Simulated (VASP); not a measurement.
# Ta (Im-3m) in VASP: a series of runs

The runs below take Ta through relaxation of cell and atoms, with r2SCAN.

Program: VASP 6.6.1. These are calculated values, not measurements. Logs are shortened: lines on timing, memory, paths and dates and some standing lists are left out, and cuts for length are marked.

## (1) The cell of the first run

The structure is cubic, space group Im-3m (No. 229). Conventional cell: a = 3.310 Å, b = 3.310 Å, c = 3.310 Å, α = 90.00°, β = 90.00°, γ = 90.00°. Within 3.8 Å of Ta (site symmetry m-3m) lie 14 Ta at 2.87 to 3.31 Å.

## (2) Relaxation of cell and atoms, r2SCAN

POSCAR reads:

```
Ta
1.0
   -1.6549278100      1.6549278100      1.6549278100
    1.6549278100     -1.6549278100      1.6549278100
    1.6549278100      1.6549278100     -1.6549278100
Ta
1
Direct
    0.0000000000      0.0000000000      0.0000000000
```

INCAR.step1 reads:

```
PREC = Accurate
ENCUT = 600
ISMEAR = 0
SIGMA = 0.1
LREAL = F
LASPH = T
NELM = 80
GGA = PE
ALGO = Normal
EDIFF = 1E-4
LWAVE = T
LCHARG = F
```

INCAR.step2 reads:

```
PREC = Accurate
ENCUT = 600
EDIFF = 1E-6
ISMEAR = 0
SIGMA = 0.1
LREAL = F
LASPH = T
NELM = 80
ALGO = Normal
ISIF = 3
LWAVE = F
LCHARG = F
METAGGA = R2SCAN
LMIXTAU = T
IBRION = 2
NSW = 100
EDIFFG = -0.002
ISTART = 1
```

KPOINTS reads:

```
Automatic mesh
0
Gamma
  14 14 14
```

Potentials or basis: VASP PAW PBE potentials, release 64 (Ta_pv).

Launch:

```console
> cat potpaw_PBE.64/Ta_pv/POTCAR > POTCAR
> cp INCAR.step1 INCAR
> mpirun -np 1 vasp_std > vasp.out
> cp INCAR.step2 INCAR
> mpirun -np 1 vasp_std > vasp.out
```

OUTCAR:

```text
PREC = Accurate
   ENCUT = 600
   EDIFF = 1E-6
   ISMEAR = 0
   LREAL = F
   LASPH = T
   NELM = 80
   ISIF = 3
   METAGGA = R2SCAN
   IBRION = 2
   NSW = 100
   EDIFFG = -0.002
   ISTART = 1

 ion  position               nearest neighbor table
   1  0.000  0.000  0.000-

  LATTYP: Found a body centered cubic cell.
 ALAT       =     3.3098556200

  Lattice vectors:

 A1 = (  -1.6549278100,   1.6549278100,   1.6549278100)
 A2 = (   1.6549278100,  -1.6549278100,   1.6549278100)
 A3 = (   1.6549278100,   1.6549278100,  -1.6549278100)

Analysis of symmetry for initial positions (statically):
=====================================================================
 Subroutine PRICEL returns:
 Original cell was already a primitive cell.

 Routine SETGRP: Setting up the symmetry group for a
 body centered cubic supercell.

 Subroutine GETGRP returns: Found 48 space group operations
 (whereof 48 operations were pure point group operations)
 out of a pool of 48 trial point group operations.

The static configuration has the point symmetry O_h .

Analysis of symmetry for dynamics (positions and initial velocities):
=====================================================================
 Subroutine PRICEL returns:
 Original cell was already a primitive cell.

 Routine SETGRP: Setting up the symmetry group for a
 body centered cubic supercell.

 Subroutine GETGRP returns: Found 48 space group operations
 (whereof 48 operations were pure point group operations)
 out of a pool of 48 trial point group operations.

The dynamic configuration has the point symmetry O_h .

 Subroutine INISYM returns: Found 48 space group operations
 (whereof 48 operations are pure point group operations),
 and found     1 'primitive' translations

----------------------------------------------------------------------------------------

                                     Primitive cell

  volume of cell :      18.1300

  direct lattice vectors                    reciprocal lattice vectors
    -1.654927810  1.654927810  1.654927810     0.000000000  0.302127982  0.302127982
     1.654927810 -1.654927810  1.654927810     0.302127982  0.000000000  0.302127982
     1.654927810  1.654927810 -1.654927810     0.302127982  0.302127982  0.000000000

  length of vectors
     2.866419050  2.866419050  2.866419050     0.427273490  0.427273490  0.427273490

  position of ions in fractional coordinates (direct lattice)
     0.000000000  0.000000000  0.000000000

[... 92 lines left out ...]
   IALGO  =     38    algorithm
   IMIX   =      4    mixing-type and parameters
     AMIX     =   0.40;   BMIX     =  1.00
     AMIX_MAG =   1.60;   BMIX_MAG =  1.00
  volume/ion in A,a.u.               =      18.13       122.35
  Fermi-wavevector in a.u.,A,eV,Ry     =   1.385926  2.619020 26.133942  1.920791
  Thomas-Fermi vector in A             =   2.510290
   LORBIT       =      0    0 simple, 1 ext, 2 COOP (PROOUT), +10 PAW based schemes
   METAGGA = R2SCAN    functional components
   LHFCALC =     F    Hartree Fock is set to
   AEXX    =    0.0000 exact exchange contribution
   IVDW    =     0    specifies the selected vdW correction
   LEPSILON=     F    determine dielectric tensor
   LRPA    =     F    only Hartree local field effects (RPA)
 conjugate gradient relaxation of ions
 non-spin polarized calculation
 Gauss-broadening in eV      SIGMA  =   0.10
  energy-cutoff  :      600.00
  volume of cell :       18.13
 maximum number of plane-waves:       622
   NGX = 11   NGY = 11   NGZ = 11

--------------------------------------- Ionic step        1  -------------------------------------------

 number of electron      11.0000001 magnetization

 Free energy of the ion-electron system (eV)
  ---------------------------------------------------
  ext. energy  EPLUGINS =         0.00000000
  ---------------------------------------------------
  free energy    TOTEN  =       -48.58867633 eV

  energy without entropy =      -48.58432505  energy(sigma->0) =      -48.58650069

------------------------ aborting loop because EDIFF is reached ----------------------------------------

  FORCE on cell =-STRESS in cart. coord.  units (eV):
  Direction    XX          YY          ZZ          XY          YZ          ZX
  --------------------------------------------------------------------------------------
  -------------------------------------------------------------------------------------
  Total       -0.0885204     -0.0885204     -0.0885204     -0.0000000     -0.0000000      0.0000000
  in kB       -7.8227059     -7.8227059     -7.8227059     -0.0000000     -0.0000000      0.0000000
  external PRESSURE =      -7.8227059 kB  Pullay stress =       0.0000000 kB
[... 57 lines left out ...]
--------------------------------------- Ionic step        3  -------------------------------------------

 number of electron      11.0000002 magnetization

 Free energy of the ion-electron system (eV)
  ---------------------------------------------------
  ext. energy  EPLUGINS =         0.00000000
  ---------------------------------------------------
  free energy    TOTEN  =       -48.58884519 eV

  energy without entropy =      -48.58460712  energy(sigma->0) =      -48.58672615

 E-fermi :   5.3247     XC(G=0): -13.7542

 val. band max:        5.3092870770   @ k =   0.1429   0.0714   0.0000
 cond. band min:       5.3758913212   @ k =  -0.2857   0.2857   0.1429
 fundamental gap:      0.0666042442
 Fermi energy:         5.3247192990

 k-point     1 :       0.0000    0.0000    0.0000
  band No.  band energies     occupation
      1     -28.9240      2.00000
      2     -28.9240      2.00000
      3     -28.9240      2.00000
      4      -3.0169      2.00000
      5       6.1463      0.00000
      6       6.1464      0.00000
      7       6.1464      0.00000
      8       9.6271      0.00000
      9       9.6271      0.00000
[... 265 lines left out ...]
 k-point    24 :       0.3571    0.2857    0.0000
  band No.  band energies     occupation
      1     -29.8633      2.00000
      2     -29.6755      2.00000
      3     -29.0763      2.00000
      4       2.6686      2.00000
      5       3.9626      2.00000
      6       4.4976      2.00000
      7       9.8061      0.00000
      8      10.3922      0.00000
      9      14.8724      0.00000

 [... further k-points ...]

------------------------ aborting loop because EDIFF is reached ----------------------------------------

  FORCE on cell =-STRESS in cart. coord.  units (eV):
  Direction    XX          YY          ZZ          XY          YZ          ZX
  --------------------------------------------------------------------------------------
  -------------------------------------------------------------------------------------
  Total        0.0014602      0.0014602      0.0014602      0.0000000     -0.0000000      0.0000000
  in kB        0.1295236      0.1295236      0.1295236      0.0000000     -0.0000000      0.0000000
  external PRESSURE =       0.1295236 kB  Pullay stress =       0.0000000 kB
[... 16 lines left out ...]
  FREE ENERGIE OF THE ION-ELECTRON SYSTEM (eV)
  ---------------------------------------------------
  free  energy   TOTEN  =       -48.5888451908 eV

  energy  without entropy=      -48.5846071167  energy(sigma->0) =      -48.58672615

 reached required accuracy - stopping structural energy minimisation
```

OUTCAR.step1:

```text
PREC = Accurate
   ENCUT = 600
   ISMEAR = 0
   LREAL = F
   LASPH = T
[... 503 lines left out ...]

 POSITION                                       TOTAL-FORCE (eV/Angst)
 -----------------------------------------------------------------------------------
      0.00000      0.00000      0.00000        -0.000000      0.000000      0.000000
 -----------------------------------------------------------------------------------
    total drift:                               -0.000000      0.000000      0.000000

  FREE ENERGIE OF THE ION-ELECTRON SYSTEM (eV)
  ---------------------------------------------------
  free  energy   TOTEN  =       -11.8211108048 eV

  energy  without entropy=      -11.8165648402  energy(sigma->0) =      -11.81883782
```

Run time: 53 s. Hardware: 1 thread of Intel Xeon 6975P-C (Granite Rapids), shared host; peak memory 0.16 GiB.

Results:

* Free energy: -48.5888 eV
* Relaxed volume: 18.06 Å³/atom
* Relaxed cell: a = 2.863 Å, b = 2.863 Å, c = 2.863 Å, α = 109.47°, β = 109.47°, γ = 109.47°
* Space group after relaxing (to 0.1 Å): Im-3m (No. 229)
* Energy gained by relaxing: 0.2 meV/atom
* Ionic steps: 3
* Pressure after relaxing: 0.0 GPa
* Band gap on the k mesh: zero (an odd number of electrons rules out a gap without spin polarisation)

Step by step:
| step | energy change (eV) | largest force (eV/Å) | pressure (GPa) | volume (Å³) |
| --- | --- | --- | --- | --- |
| 1 | 0.0000 | 0.0000 | -0.78 | 18.13 |
| 2 | 0.0008 | 0.0000 | 1.99 | 17.90 |
| 3 | -0.0002 | 0.0000 | 0.01 | 18.06 |

Final structure:
```yaml
crystal:
  lattice:
    - [-1.65286, 1.65286, 1.65286]
    - [1.65286, -1.65286, 1.65286]
    - [1.65286, 1.65286, -1.65286]
  atoms:
    - { symbol: Ta, position: [0.00000, 0.00000, 0.00000] }
```

Caveat: the PAW data sets were made with another functional, which shifts forces and pressure a little; spin-orbit coupling is left out, which moves the levels of the heavy elements.

## (3) Relaxation of cell and atoms, r2SCAN

This run uses another cell than the first one, of 18.02 Å³/atom.

POSCAR reads:

```
Ta
1.0
   -1.6514654768      1.6514654768      1.6514654768
    1.6514654768     -1.6514654768      1.6514654768
    1.6514654768      1.6514654768     -1.6514654768
Ta
1
Direct
    0.0000000000      0.0000000000      0.0000000000
```

INCAR.step1 reads:

```
  PREC = Accurate
  ENCUT = 600
  ISMEAR = -1
  SIGMA = 0.15
  LREAL = False
  LASPH = True
  NELM = 80
  GGA = PE
  ALGO = Normal
  EDIFF = 1E-4
  LWAVE = True
  LCHARG = False
```

INCAR.step2 reads:

```
  PREC = Accurate
  ENCUT = 600
  EDIFF = 1E-7
  ISMEAR = -1
  SIGMA = 0.15
  LREAL = False
  LASPH = True
  NELM = 80
  ALGO = Normal
  ISIF = 3
  LWAVE = False
  LCHARG = False
  METAGGA = R2SCAN
  LMIXTAU = True
  IBRION = 2
  NSW = 80
  EDIFFG = -0.001
  ISTART = 1
```

KPOINTS reads:

```
regular mesh
0
Gamma
  16 16 16
```

Potentials or basis: VASP PAW PBE potentials, release 64 (Ta_pv).

Launch:

```console
> cat potpaw_PBE.64/Ta_pv/POTCAR > POTCAR
> cp INCAR.step1 INCAR
> mpirun -np 1 vasp_std > vasp.out
> cp INCAR.step2 INCAR
> mpirun -np 1 vasp_std > vasp.out
```

OUTCAR:

```text
PREC = Accurate
   ENCUT = 600
   EDIFF = 1E-7
   ISMEAR = -1
   LREAL = False
   LASPH = True
   NELM = 80
   ISIF = 3
   METAGGA = R2SCAN
   IBRION = 2
   NSW = 80
   EDIFFG = -0.001
   ISTART = 1

 ion  position               nearest neighbor table
   1  0.000  0.000  0.000-

  LATTYP: Found a body centered cubic cell.
 ALAT       =     3.3029309536

  Lattice vectors:

 A1 = (  -1.6514654768,   1.6514654768,   1.6514654768)
 A2 = (   1.6514654768,  -1.6514654768,   1.6514654768)
 A3 = (   1.6514654768,   1.6514654768,  -1.6514654768)

Analysis of symmetry for initial positions (statically):
=====================================================================
 Subroutine PRICEL returns:
 Original cell was already a primitive cell.

 Routine SETGRP: Setting up the symmetry group for a
 body centered cubic supercell.

 Subroutine GETGRP returns: Found 48 space group operations
 (whereof 48 operations were pure point group operations)
 out of a pool of 48 trial point group operations.

The static configuration has the point symmetry O_h .

[... 166 lines left out ...]
  Total        0.1679606      0.1679606      0.1679606     -0.0000000     -0.0000000     -0.0000000
  in kB       14.9365204     14.9365204     14.9365204     -0.0000000     -0.0000000     -0.0000000
  external PRESSURE =      14.9365204 kB  Pullay stress =       0.0000000 kB
[... 57 lines left out ...]
--------------------------------------- Ionic step        3  -------------------------------------------

 number of electron      11.0000001 magnetization

 Free energy of the ion-electron system (eV)
  ---------------------------------------------------
  ext. energy  EPLUGINS =         0.00000000
  ---------------------------------------------------
  free energy    TOTEN  =       -48.62609991 eV

  energy without entropy =      -48.53433401  energy(sigma->0) =      -48.58021696

 E-fermi :   5.2880     XC(G=0): -13.7275

 val. band max:        5.2687024033   @ k =  -0.3125   0.4375   0.1250
 cond. band min:       5.2919486034   @ k =   0.5000   0.5000   0.1875
 fundamental gap:      0.0232462001
 Fermi energy:         5.2879553870

 k-point     1 :       0.0000    0.0000    0.0000
  band No.  band energies     occupation
      1     -28.9859      2.00000
      2     -28.9859      2.00000
      3     -28.9859      2.00000
      4      -3.0364      2.00000
      5       6.1066      0.00849
      6       6.1066      0.00849
      7       6.1066      0.00849
      8       9.5708      0.00000
      9       9.5708      0.00000
[... 265 lines left out ...]
 k-point    24 :       0.2500    0.1875    0.0000
  band No.  band energies     occupation
      1     -29.9348      2.00000
      2     -29.3769      2.00000
      3     -29.0895      2.00000
      4       1.3891      2.00000
      5       3.9804      1.99967
      6       4.6267      1.97595
      7       8.8488      0.00000
      8      10.4301      0.00000
      9      12.2303      0.00000

 [... further k-points ...]

------------------------ aborting loop because EDIFF is reached ----------------------------------------

  FORCE on cell =-STRESS in cart. coord.  units (eV):
  Direction    XX          YY          ZZ          XY          YZ          ZX
  --------------------------------------------------------------------------------------
  -------------------------------------------------------------------------------------
  Total        0.0004592      0.0004592      0.0004592     -0.0000000     -0.0000000      0.0000000
  in kB        0.0405393      0.0405393      0.0405393     -0.0000000     -0.0000000      0.0000000
  external PRESSURE =       0.0405393 kB  Pullay stress =       0.0000000 kB
[... 16 lines left out ...]
  FREE ENERGIE OF THE ION-ELECTRON SYSTEM (eV)
  ---------------------------------------------------
  free  energy   TOTEN  =       -48.6260999091 eV

  energy  without entropy=      -48.5343340100  energy(sigma->0) =      -48.58021696

 reached required accuracy - stopping structural energy minimisation
```

OSZICAR.step1:

```text
N       E                     dE             d eps       ncg     rms          rms(c)
DAV:   1     0.516726128254E+02    0.51673E+02   -0.71011E+03  2610   0.131E+03
DAV:   2    -0.115368287678E+02   -0.63209E+02   -0.62221E+02  3326   0.262E+02
DAV:   3    -0.123119598442E+02   -0.77513E+00   -0.75063E+00  3042   0.285E+01
DAV:   4    -0.123166313709E+02   -0.46715E-02   -0.46644E-02  3018   0.187E+00
DAV:   5    -0.123166604463E+02   -0.29075E-04   -0.29073E-04  2914   0.128E-01    0.134E+01
DAV:   6    -0.119658116614E+02    0.35085E+00   -0.39336E-01  2717   0.769E+00    0.653E+00
DAV:   7    -0.118593726767E+02    0.10644E+00   -0.32800E-01  2739   0.665E+00    0.384E-01
DAV:   8    -0.118582148937E+02    0.11578E-02   -0.44548E-03  2809   0.834E-01    0.112E-01
DAV:   9    -0.118581917193E+02    0.23174E-04   -0.13910E-04  2184   0.153E-01
   1 F= -.11858192E+02 E0= -.11810000E+02  d E =-.963842E-01
```

It took 88 s on 1 thread of Intel Xeon 6975P-C (Granite Rapids), shared host; peak memory 0.18 GiB.

What came out:

```
Free energy                           : -48.6261 eV
Relaxed volume                        : 18.15 Å³/atom
Relaxed cell                          : a = 2.867 Å, b = 2.867 Å, c = 2.867 Å, α = 109.47°, β = 109.47°, γ = 109.47°
Space group after relaxing (to 0.1 Å) : Im-3m (No. 229)
Energy gained by relaxing             : 0.6 meV/atom
Ionic steps                           : 3
Pressure after relaxing               : 0.0 GPa
Band gap on the k mesh                : zero (an odd number of electrons rules out a gap without spin polarisation)
```

The path:
```
step  energy change (eV)  largest force (eV/Å)  pressure (GPa)  volume (Å³)
   1              0.0000                0.0000            1.49        18.02
   2              0.0027                0.0000           -3.33        18.46
   3             -0.0006                0.0000            0.00        18.15
```

Final structure:
```
Ta
1.0
    -1.65546    1.65546    1.65546
     1.65546   -1.65546    1.65546
     1.65546    1.65546   -1.65546
Ta
1
Direct
  0.00000 0.00000 0.00000
```

Caveat: the PAW data sets were made with another functional, which shifts forces and pressure a little; spin-orbit coupling is left out, which moves the levels of the heavy elements.
